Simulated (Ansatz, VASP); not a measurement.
# In: VASP beside Ansatz

```
In
1.0
    -1.59229    1.59229    2.42320
     1.59229   -1.59229    2.42320
     1.59229    1.59229   -2.42320
In
1
Cartesian
  0.0000 0.0000 0.0000
```

Change from the starting cell: volume scaled by 0.94.

Alike in both runs: task single point; functional PBEsol; k mesh 11 × 11 × 11; occupations fermi-dirac, width 0.05 eV; no spin polarisation.

```csv
,VASP,Ansatz
version,VASP 6.6.1,Ansatz 0.2.0
potentials or method,"VASP PAW PBE potentials, release 64 (In_d), cutoff 520 eV","all-electron LAPW, scalar-relativistic"
```

```tsv
	VASP	Ansatz	Ansatz less VASP
gap on the k mesh at the Fermi level (eV)	none	none	-
pressure (GPa)	1.9	2.0	+0.05
traceless stress, the component that is largest in VASP (GPa)	-0.52	-0.52	+0.002
```

VASP's potentials were made for PBE, not for PBEsol. A gap of «none» marks a metal or a gap that the smearing closes. Ansatz ran all-electron here, and VASP with PAW potentials.
